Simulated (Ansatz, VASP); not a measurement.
SbMo: VASP beside Ansatz

```xyz
2
Lattice="3.1502 0.0000 0.0000 0.0000 3.1502 0.0000 0.0000 0.0000 3.1502" Properties=species:S:1:pos:R:3 pbc="T T T"
Mo    0.0000    0.0000    0.0000
Sb    1.5751    1.5751    1.5751
```

Change from the starting cell: volume scaled by 0.9, LAPW.

Alike in both runs: task single point; functional LDA; k mesh 13 × 13 × 13; occupations fermi-dirac, width 0.08 eV; no spin polarisation.

|  | VASP | Ansatz |
| --- | --- | --- |
| version | VASP 6.6.1 | Ansatz 0.2.0 |
| potentials or method | VASP PAW LDA potentials, release 64 (Mo_sv, Sb), cutoff 520 eV | all-electron LAPW, scalar-relativistic |

|  | VASP | Ansatz | Ansatz less VASP |
| --- | --- | --- | --- |
| pressure (GPa) | 26.3 | 25.4 | -0.93 |

LDA's correlation is that of Perdew and Zunger in VASP and of Perdew and Wang (1992) in Ansatz. Ansatz ran all-electron here, and VASP with PAW potentials.

Neither program's run includes spin-orbit coupling.
